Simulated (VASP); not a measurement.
# Li (Im-3m) in VASP: single point with PBEsol

Aim: the single point of Li with PBEsol.

Program: VASP 6.6.1. These are calculated values, not measurements. Logs are shortened: lines on timing, memory, paths and dates and some standing lists are left out, and cuts for length are marked.

**1. The cell of the first run**

The structure is cubic, space group Im-3m (No. 229). The conventional cell has a = 3.500 Å, b = 3.500 Å, c = 3.500 Å, α = 90.00°, β = 90.00°, γ = 90.00°. Within 4.0 Å of Li (site symmetry m-3m) lie 14 Li at 3.03 to 3.50 Å.

**2. Single point, PBEsol**

INCAR reads:

```
SYSTEM = Li
PREC     = Accurate       ! precision mode
ENCUT    = 750            ! plane-wave cutoff, eV
EDIFF    = 1E-6           ! SCF threshold, eV
ISMEAR   = 0              ! smearing method
SIGMA    = 0.1            ! smearing width, eV
LREAL    = .FALSE.        ! projectors in reciprocal space
LASPH    = .TRUE.         ! aspherical terms in the spheres
NELM     = 120            ! most SCF steps
ALGO     = Normal         ! electronic algorithm
ISIF     = 2              ! what is computed and relaxed
LWAVE    = .FALSE.        ! write WAVECAR
LCHARG   = .FALSE.        ! write CHGCAR
GGA      = PS             ! functional
NBANDS   = 8              ! bands
GGA_COMPAT= .FALSE.
```

KPOINTS reads:

```
regular mesh
0
G
  8 8 8
  0 0 0
```

POSCAR reads:

```
Li
1.0
   -1.7500000000      1.7500000000      1.7500000000
    1.7500000000     -1.7500000000      1.7500000000
    1.7500000000      1.7500000000     -1.7500000000
Li
1
Direct
    0.0000000000      0.0000000000      0.0000000000
```

Potentials or basis: VASP PAW PBE potentials, release 64 (Li_sv).

The run is started by

```console
$ cat potpaw_PBE.64/Li_sv/POTCAR > POTCAR
$ mpirun -np 1 vasp_std > vasp.out
```

OUTCAR:

```text
SYSTEM = Li
   PREC = Accurate
   ENCUT = 750
   EDIFF = 1E-6
   ISMEAR = 0
   LREAL = .FALSE.
   LASPH = .TRUE.
   NELM = 120
   ISIF = 2
   GGA = PS

 ion  position               nearest neighbor table
   1  0.000  0.000  0.000-

  LATTYP: Found a body centered cubic cell.
 ALAT       =     3.5000000000

  Lattice vectors:

 A1 = (  -1.7500000000,   1.7500000000,   1.7500000000)
 A2 = (   1.7500000000,  -1.7500000000,   1.7500000000)
 A3 = (   1.7500000000,   1.7500000000,  -1.7500000000)

Analysis of symmetry for initial positions (statically):
=====================================================================
 Subroutine PRICEL returns:
 Original cell was already a primitive cell.

 Routine SETGRP: Setting up the symmetry group for a
 body centered cubic supercell.

 Subroutine GETGRP returns: Found 48 space group operations
 (whereof 48 operations were pure point group operations)
 out of a pool of 48 trial point group operations.

The static configuration has the point symmetry O_h .

Analysis of symmetry for dynamics (positions and initial velocities):
=====================================================================
 Subroutine PRICEL returns:
 Original cell was already a primitive cell.

 Routine SETGRP: Setting up the symmetry group for a
 body centered cubic supercell.

 Subroutine GETGRP returns: Found 48 space group operations
 (whereof 48 operations were pure point group operations)
 out of a pool of 48 trial point group operations.

The dynamic configuration has the point symmetry O_h .

 Subroutine INISYM returns: Found 48 space group operations
 (whereof 48 operations are pure point group operations),
 and found     1 'primitive' translations

----------------------------------------------------------------------------------------

                                     Primitive cell

  volume of cell :      21.4375

  direct lattice vectors                    reciprocal lattice vectors
    -1.750000000  1.750000000  1.750000000     0.000000000  0.285714286  0.285714286
     1.750000000 -1.750000000  1.750000000     0.285714286  0.000000000  0.285714286
     1.750000000  1.750000000 -1.750000000     0.285714286  0.285714286  0.000000000

  length of vectors
     3.031088913  3.031088913  3.031088913     0.404061018  0.404061018  0.404061018

  position of ions in fractional coordinates (direct lattice)
     0.000000000  0.000000000  0.000000000

  ion indices of the primitive-cell ions
   primitive index   ion index
                 1           1

----------------------------------------------------------------------------------------

 KPOINTS: regular mesh

Automatic generation of k-mesh.
 Grid dimensions read from file:
 generate k-points for:    8    8    8

 Generating k-lattice:

  Cartesian coordinates                     Fractional coordinates (reciprocal lattice)
     0.000000000  0.035714286  0.035714286     0.125000000  0.000000000  0.000000000
     0.035714286  0.000000000  0.035714286     0.000000000  0.125000000  0.000000000
     0.035714286  0.035714286  0.000000000     0.000000000  0.000000000  0.125000000

  Length of vectors
     0.050507627  0.050507627  0.050507627

  Shift w.r.t. Gamma in fractional coordinates (k-lattice)
     0.000000000  0.000000000  0.000000000

 Subroutine IBZKPT returns following result:
 ===========================================

 Found     29 irreducible k-points:

 Following reciprocal coordinates:
            Coordinates               Weight
  0.000000  0.000000  0.000000      1.000000
  0.125000  0.000000  0.000000     12.000000
  0.250000  0.000000  0.000000     12.000000
  0.375000  0.000000  0.000000     12.000000
  0.500000  0.000000  0.000000      6.000000
  0.125000  0.125000  0.000000     24.000000
[... 16 lines left out ...]
 -0.250000  0.250000  0.250000      6.000000
 -0.375000  0.375000  0.250000     24.000000
 [... further k-points ...]
   k-points           NKPTS =     29   k-points in BZ     NKDIM =     29   number of bands    NBANDS=      8
   number of dos      NEDOS =    301   number of ions     NIONS =      1
   total plane-waves  NPLWV =  21952
   dimension x,y,z NGX =    28 NGY =   28 NGZ =   28
   dimension x,y,z NGXF=    56 NGYF=   56 NGZF=   56
   ions per type =               1
   NGX,Y,Z   is equivalent  to a cutoff of  15.36, 15.36, 15.36 a.u.
   NGXF,Y,Z  is equivalent  to a cutoff of  30.71, 30.71, 30.71 a.u.
 SYSTEM =  Li
   PREC   = accura    normal or accurate (medium, high low for compatibility)
   ISTART =      0    job   : 0-new  1-cont  2-samecut
   ICHARG =      2    charge: 1-file 2-atom 10-const
   ISPIN  =      1    spin polarized calculation?
   LNONCOLLINEAR =      F non collinear calculations
   LSORBIT =      F    spin-orbit coupling
   LASPH  =      T    aspherical Exc in radial PAW
   ENCUT  =  750.0 eV  55.12 Ry    7.42 a.u.   6.77  6.77  6.77*2*pi/ulx,y,z
   NELM   =    120;   NELMIN=  2; NELMDL= -5     # of ELM steps
   EDIFF  = 0.1E-05   stopping-criterion for ELM
   LREAL  =      F    real-space projection
   EDIFFG = 0.1E-04   stopping-criterion for IOM
   NSW    =      0    number of steps for IOM
   IBRION =     -1    ionic relax: 0-MD 1-quasi-New 2-CG
   NFREE  =      0    steps in history (QN), initial steepest desc. (CG)
   ISIF   =      2    stress and relaxation
   ISYM   =      2    0-nonsym 1-usesym 2-fastsym
   POTIM  = 0.5000    time-step for ionic-motion
   TEBEG  =    0.0;   TEEND  =   0.0 temperature during run
   PSTRESS=    0.0 pullay stress
   NELECT =       3.0000    total number of electrons
   NUPDOWN=      -1.0000    fix difference up-down
   EMIN   =  10.00;   EMAX   =-10.00  energy-range for DOS
   EFERMI =   0.00;   METHOD = LEGACY
   ISMEAR =     0;   SIGMA  =   0.10  broadening in eV -4-tet -1-fermi 0-gaus
   EFERMI_NEDOS =   21; number of points for ismear=-14 and -15
   IALGO  =     38    algorithm
   IMIX   =      4    mixing-type and parameters
     AMIX     =   0.40;   BMIX     =  1.00
     AMIX_MAG =   1.60;   BMIX_MAG =  1.00
  volume/ion in A,a.u.               =      21.44       144.67
  Fermi-wavevector in a.u.,A,eV,Ry     =   0.849944  1.606162  9.828924  0.722406
  Thomas-Fermi vector in A             =   1.965845
   LORBIT       =      0    0 simple, 1 ext, 2 COOP (PROOUT), +10 PAW based schemes
   GGA     = PS    functional components
   LHFCALC =     F    Hartree Fock is set to
   AEXX    =    0.0000 exact exchange contribution
   IVDW    =     0    specifies the selected vdW correction
   LEPSILON=     F    determine dielectric tensor
   LRPA    =     F    only Hartree local field effects (RPA)
 non-spin polarized calculation
 Gauss-broadening in eV      SIGMA  =   0.10
  energy-cutoff  :      750.00
  volume of cell :       21.44
 maximum number of plane-waves:      1048
   NGX = 13   NGY = 13   NGZ = 13

 number of electron       3.0000000 magnetization

 Free energy of the ion-electron system (eV)
  ---------------------------------------------------
  ext. energy  EPLUGINS =         0.00000000
  ---------------------------------------------------
  free energy    TOTEN  =        -1.95470751 eV

  energy without entropy =       -1.94932104  energy(sigma->0) =       -1.95201427

 E-fermi :   0.5162     XC(G=0):  -6.8826

 val. band max:        0.4403865567   @ k =   0.2500   0.2500   0.0000
 cond. band min:       0.5715902780   @ k =   0.3750   0.1250   0.0000
 fundamental gap:      0.1312037213
 Fermi energy:         0.5161796582

 k-point     1 :       0.0000    0.0000    0.0000
  band No.  band energies     occupation
      1     -45.5268      2.00000
      2      -3.0167      2.00000
      3      14.5396      0.00000
      4      14.5396      0.00000
      5      14.5396      0.00000
      6      19.1440      0.00000
      7      19.1440      0.00000
      8      19.1440      0.00000

 k-point     2 :       0.1250    0.0000    0.0000
  band No.  band energies     occupation
      1     -45.5244      2.00000
      2      -2.7274      2.00000
      3      12.6435      0.00000
      4      13.4050      0.00000
      5      14.0647      0.00000
      6      17.0338      0.00000
      7      17.0492      0.00000
      8      19.0133      0.00000

 k-point     3 :       0.2500    0.0000    0.0000
  band No.  band energies     occupation
      1     -45.5186      2.00000
      2      -1.8580      2.00000
      3       8.8417      0.00000
      4      11.8431      0.00000
      5      13.0342      0.00000
      6      15.1474      0.00000
      7      16.5577      0.00000
      8      19.4462      0.00000

 k-point     4 :       0.3750    0.0000    0.0000
  band No.  band energies     occupation
      1     -45.5128      2.00000
      2      -0.4591      2.00000
      3       5.4300      0.00000
      4      10.8124      0.00000
      5      12.1949      0.00000
      6      14.0056      0.00000
      7      16.7360      0.00000
      8      20.9203      0.00000

 k-point     5 :       0.5000    0.0000    0.0000
  band No.  band energies     occupation
      1     -45.5104      2.00000
      2       0.7321      0.00226
      3       3.5493      0.00000
      4      10.4606      0.00000
      5      11.8907      0.00000
      6      13.6243      0.00000
      7      16.9105      0.00000
      8      22.2517      0.00000
[... 177 lines left out ...]
 k-point    22 :       0.2500    0.2500    0.2500
  band No.  band energies     occupation
      1     -45.5092      2.00000
      2       3.7535      0.00000
      3       3.7535      0.00000
      4       3.7535      0.00000
      5       8.4481      0.00000
      6      23.2083      0.00000
      7      23.2083      0.00000
      8      23.2083      0.00000

 k-point    23 :      -0.2500    0.2500    0.2500
  band No.  band energies     occupation
      1     -45.5117      2.00000
      2      -0.6567      2.00000
      3       8.7099      0.00000
      4       8.7099      0.00000
      5      11.0622      0.00000
      6      12.6508      0.00000
      7      20.5426      0.00000
      8      20.5426      0.00000

 k-point    24 :      -0.3750    0.3750    0.2500
  band No.  band energies     occupation
      1     -45.5068      2.00000
      2       0.8162      0.00002
      3       6.1607      0.00000
      4       7.6273      0.00000
      5      10.9173      0.00000
      6      12.8229      0.00000
      7      17.1223      0.00000
      8      20.1373      0.00000

 [... further k-points ...]

------------------------ aborting loop because EDIFF is reached ----------------------------------------

  FORCE on cell =-STRESS in cart. coord.  units (eV):
  Direction    XX          YY          ZZ          XY          YZ          ZX
  --------------------------------------------------------------------------------------
  -------------------------------------------------------------------------------------
  Total       -0.1043148     -0.1043148     -0.1043148     -0.0000000      0.0000000     -0.0000000
  in kB       -7.7961929     -7.7961929     -7.7961929     -0.0000000      0.0000000     -0.0000000
  external PRESSURE =      -7.7961929 kB  Pullay stress =       0.0000000 kB

 VOLUME and BASIS-vectors are now :
 -----------------------------------------------------------------------------
  energy-cutoff  :      750.00
  volume of cell :       21.44
      direct lattice vectors                 reciprocal lattice vectors
    -1.750000000  1.750000000  1.750000000     0.000000000  0.285714286  0.285714286
     1.750000000 -1.750000000  1.750000000     0.285714286  0.000000000  0.285714286
     1.750000000  1.750000000 -1.750000000     0.285714286  0.285714286  0.000000000

 POSITION                                       TOTAL-FORCE (eV/Angst)
 -----------------------------------------------------------------------------------
      0.00000      0.00000      0.00000         0.000000      0.000000      0.000000
 -----------------------------------------------------------------------------------
    total drift:                               -0.000000     -0.000000     -0.000000

  FREE ENERGIE OF THE ION-ELECTRON SYSTEM (eV)
  ---------------------------------------------------
  free  energy   TOTEN  =        -1.9547075065 eV

  energy  without entropy=       -1.9493210371  energy(sigma->0) =       -1.95201427
```

It took 9.2 s on 1 thread of Intel Xeon 8259CL, shared host; peak memory 0.14 GiB.

What came out:

```
Free energy : -1.9547 eV
Pressure    : -0.8 GPa
```

Caveat: the PAW data sets were made with another functional, which shifts forces and pressure a little.
